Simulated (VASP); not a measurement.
Runs of VASP 6.6.1 on BaTiO3. The structure is orthorhombic, space group Amm2 (No. 38). Conventional cell: a = 3.986 Å, b = 5.674 Å, c = 5.690 Å, α = 90.00°, β = 90.00°, γ = 90.00°. Ba (site symmetry mm2) has 12 O at 2.77 to 2.92 Å and 8 Ti at 3.42 to 3.53 Å within 3.7 Å. Within 2.6 Å of Ti (site symmetry mm2) lie 6 O at 1.93 to 2.09 Å. O (site symmetry mm2) has 2 Ti at 2.00 Å within 2.6 Å. O (site symmetry m) has 2 Ti at 1.93 to 2.09 Å within 2.6 Å. 

| level | U | gap on the mesh (eV) | pressure (GPa) | largest force (eV/Å) |
| --- | --- | --- | --- | --- |
| r2SCAN+U | Ti d U = 4.5 eV | 2.83 | (b) | 0.60 |
| r2SCAN | - | 2.24 | (a) | 0.27 |
| r2SCAN+U | Ti d U = 1.5 eV | (c) | 2.3 | 0.27 |
| r2SCAN+U | Ti d U = 3.0 eV | 2.62 | 3.5 | 0.36 |

Alike in all rows: task single point; potentials or basis VASP PAW PBE potentials, release 64 (Ba_sv, Ti_sv, O); no spin polarisation; cell as given; k mesh 6 × 6 × 6; cutoff (eV) 520; smearing methfessel-paxton 0.01 eV.

Problem. Estimate the missing entries.

Solution. (a) 1.1; (b) 4.8; (c) 2.42.

Caveats: the PAW data sets were made with another functional, which shifts forces and pressure a little; spin-orbit coupling is left out, which moves the levels of the heavy elements; the cell stands under pressure (at least some runs).

A k mesh can miss the band edges, and the runs leave out spin-orbit coupling on Ba.
